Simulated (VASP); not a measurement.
A run of VASP 6.6.1:

INCAR

```
SYSTEM = C
ALGO = Normal
EDIFF = 1E-6
ENCUT = 600
GGA = PE
GGA_COMPAT = .FALSE.
ISIF = 2
ISMEAR = 0
LASPH = .TRUE.
LCHARG = .FALSE.
LREAL = .FALSE.
LWAVE = .FALSE.
NBANDS = 11
NELM = 120
PREC = Accurate
SIGMA = 0.02
```

File KPOINTS:

```
k-points
0
G
  12 12 12
  0 0 0
```

POSCAR

```
C
1.0
    0.0000000000      1.7789244156      1.7789244156
    1.7789244156      0.0000000000      1.7789244156
    1.7789244156      1.7789244156      0.0000000000
C
2
Direct
    0.0000000000      0.0000000000      0.0000000000
    0.2500000000      0.2500000000      0.2500000000
```

Potentials or basis: VASP PAW PBE potentials, release 64 (C).

Command:

```bash
$ cat potpaw_PBE.64/C/POTCAR > POTCAR
$ mpirun -np 1 vasp_std > vasp.out
```

Hardware: 1 thread of AMD EPYC 7R13, with other jobs on the host.

Question: How long does it take, and how much memory?

Answer: It took 20 s on 1 thread of AMD EPYC 7R13, on a shared host, peak memory 0.09 GiB. Counts: scf iterations 11, k points 72.
